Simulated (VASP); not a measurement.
## MgTe: dielectric tensor with r2SCAN

Crystal: MgTe.

```
Mg Te
1.0
     4.71496    0.00000    0.00000
    -2.35748    4.08328    0.00000
     0.00000    0.00000    7.27550
Mg Te
2 2
Direct
  0.33333 0.66667 0.99410
  0.66667 0.33333 0.49410
  0.33333 0.66667 0.38090
  0.66667 0.33333 0.88090
```

This cell differs from its parent crystal: epitaxial xy strain +3.0%.

```
Program                : VASP 6.6.1
Task                   : dielectric tensor
Functional             : r2SCAN
Potentials or basis    : VASP PAW PBE potentials, release 64 (Mg, Te)
Cutoff                 : 580 eV
k mesh                 : 6 × 6 × 4
Occupations            : gaussian, width 0.01 eV
Spin                   : no spin polarisation
Dipole correction      : no
Further INCAR settings : ALGO = Normal; EDIFF = 1e-08
```

```json
{
 "Band gap on the k mesh": "2.78 eV",
 "Electronic dielectric tensor (diagonal)": "4.90, 4.90, 4.98",
 "Born charges (mean of the diagonal)": "Mg +1.96; Te -1.96 e"
}
```

Levels at points of the mesh, in eV from the valence-band top:
| k point | band 5 | band 6 | band 7 | band 8 | band 9 | band 10 | band 11 | band 12 |
| --- | --- | --- | --- | --- | --- | --- | --- | --- |
| (0.00, 0.00, 0.00) | -0.84 | -0.28 | -0.28 | 0.00 | 2.78 | 2.96 | 5.37 | 5.37 |
| (0.50, 0.00, 0.00) | -2.05 | -1.52 | -1.09 | -0.63 | 3.25 | 4.17 | 4.71 | 5.73 |
| (0.00, 0.00, 0.50) | -0.58 | -0.58 | -0.58 | -0.58 | 3.58 | 3.58 | 5.62 | 5.62 |
| (0.50, 0.00, 0.50) | -1.13 | -1.13 | -0.90 | -0.90 | 3.54 | 3.54 | 4.62 | 4.62 |

Electronic dielectric tensor:
```
4.90 0.00 0.00
0.00 4.90 0.00
0.00 0.00 4.98
```

Born effective charge tensors (e):
atom 1, Mg
```
1.95 0.00 0.00
0.00 1.95 0.00
0.00 0.00 1.98
```
atom 2, Mg
```
1.95 0.00 0.00
0.00 1.95 0.00
0.00 0.00 1.98
```
atom 3, Te
```
-1.95  0.00  0.00
 0.00 -1.95  0.00
 0.00  0.00 -1.98
```
atom 4, Te
```
-1.95  0.00  0.00
 0.00 -1.95  0.00
 0.00  0.00 -1.98
```

Dipole moments of the cell (e·Å, modulo the quantum): ionic 0.000, 0.000, 18.532; electronic 0.000, 0.000, -0.480

Wall time 51 min on 1 thread of Intel(R) Xeon(R) 6975P-C (Granite Rapids) (shared host), peak memory 0.85 GiB.

Caveat: the cell differs from its parent crystal (epitaxial xy strain +3.0%); the structure was generated, so it needn't be the stable form of MgTe; spin-orbit coupling is left out, which moves the levels of the heavy elements. A k mesh can miss the band edges.
